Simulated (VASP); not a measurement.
Write the native input for VASP 6.6.1 that does the following.

```
Task                   : single point
Functional             : RPBE
Potentials or basis    : VASP PAW PBE potentials, release 64 (Pt)
Cutoff                 : 520 eV
k mesh                 : 13 × 13 × 13
Occupations            : fermi-dirac, width 0.1 eV
Spin                   : no spin polarisation
Dipole correction      : no
Further INCAR settings : ALGO = Normal; EDIFF = 1e-07; NBANDS = 11
```

The structure of Pt lies in POSCAR:

```
Pt
1.0
    2.5326819565      0.0000000000      0.0000000000
    0.0000000000      2.5326819565      0.0000000000
    0.0000000000      0.0000000000      2.5326819565
Pt
1
Direct
    0.0000000000      0.0000000000      0.0000000000
```

This cell differs from its parent crystal: volume scaled by 0.88.

The input as run:

INCAR

```
PREC = Accurate
ENCUT = 520
EDIFF = 1E-7
ISMEAR = -1
SIGMA = 0.1
LREAL = False
LASPH = True
NELM = 80
ALGO = Normal
ISIF = 2
LWAVE = False
LCHARG = False
GGA = RP
NBANDS = 11
```

KPOINTS

```
regular mesh
0
Gamma
  13 13 13
```

Potentials or basis: VASP PAW PBE potentials, release 64 (Pt).

Command:

```console
$ cat potpaw_PBE.64/Pt/POTCAR > POTCAR
$ mpirun -np 1 vasp_std > vasp.out
```

Results of the run:

```yaml
Pressure: 29.7 GPa
Band_gap_on_the_k_mesh: zero (band 5 reaches 12.24 eV, above the bottom of band 6 at 8.86 eV)
```

Caveat: the PAW data sets were made with another functional, which shifts forces and pressure a little; spin-orbit coupling is left out, which moves the levels of the heavy elements.

It took 6.1 s on 1 thread of Intel(R) Xeon(R) 6975P-C (Granite Rapids), on a shared host, peak memory 0.13 GiB.
